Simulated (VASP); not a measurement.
Set up this calculation in VASP 6.6.1, as the native input.

| Property | Result |
| --- | --- |
| Task | single point |
| Functional | PBE |
| Dispersion | D3(BJ) |
| Potentials or basis | VASP PAW PBE potentials, release 64 (Si) |
| Cutoff | 520 eV |
| k mesh | 24 × 24 × 14 |
| Occupations | gaussian, width 0.15 eV |
| Spin | no spin polarisation |
| Dipole correction | no |
| Further INCAR settings | ALGO = Normal; EDIFF = 1e-07; NBANDS = 11 |

The structure of Si lies in POSCAR:

```
Si
1.0
    2.5051474711      0.0000000000      0.0000000000
   -1.2525737355      2.1695213502      0.0000000000
    0.0000000000      0.0000000000      4.5089914857
Si
2
Direct
    0.3333333333      0.6666666667      0.2500000000
    0.6666666667      0.3333333333      0.7500000000
```

This isn't the form of Si at room conditions, which is diamond.

This cell differs from its parent crystal: strain -0.0500 x Voigt [1, 1, 0, 0, 0, 0].

The input as run:

INCAR

```
SYSTEM = Si
  PREC = Accurate
  ENCUT = 520
  EDIFF = 1E-7
  ISMEAR = 0
  SIGMA = 0.15
  LREAL = .FALSE.
  LASPH = .TRUE.
  NELM = 80
  ALGO = Normal
  ISIF = 2
  LWAVE = .FALSE.
  LCHARG = .FALSE.
  GGA = PE
  IVDW = 12
  NBANDS = 11
```

KPOINTS

```
Automatic mesh
0
G
  24 24 14
  0 0 0
```

Potentials or basis: VASP PAW PBE potentials, release 64 (Si).

Command:

```console
$ cat potpaw_PBE.64/Si/POTCAR > POTCAR
$ mpirun -np 1 vasp_std > vasp.out
```

It gave:

| Property | Result |
| --- | --- |
| Pressure | 13.1 GPa |
| Band gap on the k mesh | zero (bands 4 and 5 overlap by 13.65 eV) |
| Dispersion energy per atom | -0.509 eV |

Caveat: the cell differs from its parent crystal (strain -0.0500 x Voigt [1, 1, 0, 0, 0, 0]); the stress differs along the axes, from 8 to 16 GPa.

Wall time 40 s on 1 thread of Intel(R) Xeon(R) 6975P-C (Granite Rapids) (shared host), peak memory 0.23 GiB.
